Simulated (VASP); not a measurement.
Input of a VASP 6.6.1 run:

Contents of INCAR:

```
PREC = Accurate
ENCUT = 600
EDIFF = 1E-7
ISMEAR = 0
SIGMA = 0.1
LREAL = F
LASPH = T
NELM = 100
ALGO = Normal
ISIF = 3
LWAVE = F
LCHARG = F
GGA = PS
IBRION = 2
NSW = 70
EDIFFG = -0.008
PSTRESS = 900.0
```

KPOINTS

```
regular mesh
0
Gamma
  16 16 16
```

Contents of POSCAR:

```
Sb
1.0
    2.6489213574      0.0000000000      0.0000000000
    0.0000000000      2.6489213574      0.0000000000
    0.0000000000      0.0000000000      2.6489213574
Sb
1
Direct
    0.0000000000      0.0000000000      0.0000000000
```

Potentials or basis: VASP PAW PBE potentials, release 64 (Sb).

Run with:

```console
$ cat potpaw_PBE.64/Sb/POTCAR > POTCAR
$ mpirun -np 1 vasp_std > vasp.out
```

What does it give for the relaxed volume?

17.90 Å³/atom.

Predict the relaxed cell.

a = 2.616 Å, b = 2.616 Å, c = 2.616 Å, α = 90.00°, β = 90.00°, γ = 90.00°.

What does it give for the space group after relaxing (to 0.05 Å)?

Pm-3m (No. 221).

Final structure:
```
Sb
1.0
     2.61586    0.00000    0.00000
     0.00000    2.61586    0.00000
     0.00000    0.00000    2.61586
Sb
1
Direct
  0.00000 0.00000 0.00000
```

Caveat: the cell is relaxed towards a set pressure, so the enthalpy falls and the energy may rise; the PAW data sets were made with another functional, which shifts forces and pressure a little.
